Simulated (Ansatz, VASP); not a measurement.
AlN: VASP beside Ansatz

```
CELL_PARAMETERS angstrom
0.00000 2.03518 2.03518
2.03518 0.00000 2.03518
2.03518 2.03518 0.00000
ATOMIC_POSITIONS crystal
Al 0.00000 0.00000 0.00000
N 0.50000 0.50000 0.50000
```

Alike in both runs: functional PBE; k mesh 8 × 8 × 8; occupations gaussian, width 0.1 eV; no spin polarisation.

Ansatz relaxed the structure, and its values are those at the end. VASP's run is a single point on that final structure, the one shown.

```csv
,VASP,Ansatz
version,VASP 6.6.1,Ansatz 0.2.0
potentials or method,"VASP PAW PBE potentials, release 64 (Al, N), cutoff 600 eV","scalar-relativistic, plane waves, PAW"
valence electrons in the cell,8,8
```

|  | VASP | Ansatz | Ansatz less VASP |
| --- | --- | --- | --- |
| gap on the k mesh at the Fermi level (eV) | 4.41 | 4.44 | +0.022 |
| least direct gap on the mesh (eV) | 5.39 | 5.38 | -0.011 |
| pressure (GPa) | -0.4 | 0.0 | +0.43 |
